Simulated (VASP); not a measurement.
Here is a VASP 6.6.1 calculation.

The input POSCAR:

```
Bi
1.0
   -1.9814305318      1.9814305318      1.9814305318
    1.9814305318     -1.9814305318      1.9814305318
    1.9814305318      1.9814305318     -1.9814305318
Bi
1
Direct
    0.0000000000      0.0000000000      0.0000000000
```

INCAR.step1

```
SYSTEM = Bi
  PREC = Accurate
  ENCUT = 440
  EDIFF = 1E-5
  ISMEAR = -1
  SIGMA = 0.01
  LREAL = .FALSE.
  LASPH = .TRUE.
  NELM = 120
  ALGO = Normal
  ISIF = 2
  LWAVE = .TRUE.
  LCHARG = .FALSE.
  NBANDS = 14
  GGA = PE
  GGA_COMPAT = .FALSE.
```

The input INCAR.step2:

```
SYSTEM = Bi
  PREC = Accurate
  ENCUT = 440
  EDIFF = 1E-6
  ISMEAR = -1
  SIGMA = 0.01
  LREAL = .FALSE.
  LASPH = .TRUE.
  NELM = 120
  ALGO = Normal
  ISIF = 2
  LWAVE = .FALSE.
  LCHARG = .FALSE.
  METAGGA = R2SCAN
  LHFCALC = .TRUE.
  AEXX = 0.25
  LMIXTAU = .TRUE.
  PRECFOCK = Normal
  IVDW = 13
  VDW_S6 = 1.0
  VDW_S8 = 0.8992
  VDW_A1 = 0.4778
  VDW_A2 = 5.8779
  NBANDS = 14
  ISTART = 1
  GGA_COMPAT = .FALSE.
```

File KPOINTS:

```
Automatic mesh
0
G
  7 7 7
  0 0 0
```

Potentials or basis: VASP PAW PBE potentials, release 64 (Bi_d).

Run with:

```bash
$ cat potpaw_PBE.64/Bi_d/POTCAR > POTCAR
$ cp INCAR.step1 INCAR
$ mpirun -np 1 vasp_std > vasp.out
$ cp INCAR.step2 INCAR
$ mpirun -np 1 vasp_std > vasp.out
```

Predict the band gap on the k mesh.

zero (an odd number of electrons rules out a gap without spin polarisation).

What does it give for the pressure?

-1.5 GPa.

Caveat: the PAW data sets were made with another functional, which shifts forces and pressure a little; spin-orbit coupling is left out, which moves the levels of the heavy elements.
